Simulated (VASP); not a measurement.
Here is a VASP 6.6.1 calculation.

Contents of POSCAR:

```
Pb
1.0
   -2.0057107064      2.0057107064      2.0057107064
    2.0057107064     -2.0057107064      2.0057107064
    2.0057107064      2.0057107064     -2.0057107064
Pb
1
Direct
    0.0000000000      0.0000000000      0.0000000000
```

File INCAR.step1:

```
PREC     = Accurate       # precision mode
ENCUT    = 520            # plane-wave cutoff, eV
ISMEAR   = -1             # smearing method
SIGMA    = 0.05           # smearing width, eV
LREAL    = False          # projectors in reciprocal space
LASPH    = True           # aspherical terms in the spheres
NELM     = 60             # most SCF steps
NBANDS   = 13             # bands
GGA      = PE             # functional
ALGO     = Normal         # electronic algorithm
EDIFF    = 1E-4           # SCF threshold, eV
LWAVE    = True           # write WAVECAR
LCHARG   = False          # write CHGCAR
```

File INCAR.step2:

```
PREC     = Accurate       # precision mode
ENCUT    = 520            # plane-wave cutoff, eV
EDIFF    = 1E-6           # SCF threshold, eV
ISMEAR   = -1             # smearing method
SIGMA    = 0.05           # smearing width, eV
LREAL    = False          # projectors in reciprocal space
LASPH    = True           # aspherical terms in the spheres
NELM     = 60             # most SCF steps
ALGO     = Normal         # electronic algorithm
ISIF     = 2              # what is computed and relaxed
LWAVE    = False          # write WAVECAR
LCHARG   = False          # write CHGCAR
METAGGA  = R2SCAN         # meta-GGA
LMIXTAU  = True         
NBANDS   = 13             # bands
ISTART   = 1
```

KPOINTS

```
Automatic mesh
0
Gamma
  9 9 9
```

Potentials or basis: VASP PAW PBE potentials, release 64 (Pb_d).

Run with:

```bash
$ cat potpaw_PBE.64/Pb_d/POTCAR > POTCAR
$ cp INCAR.step1 INCAR
$ mpirun -np 1 vasp_std > vasp.out
$ cp INCAR.step2 INCAR
$ mpirun -np 1 vasp_std > vasp.out
```

Estimate the pressure.

-1.9 GPa.

Estimate the band gap on the k mesh.

zero (bands 7 and 8 overlap by 9.34 eV).

Caveat: the PAW data sets were made with another functional, which shifts forces and pressure a little; spin-orbit coupling is left out, which moves the levels of the heavy elements.
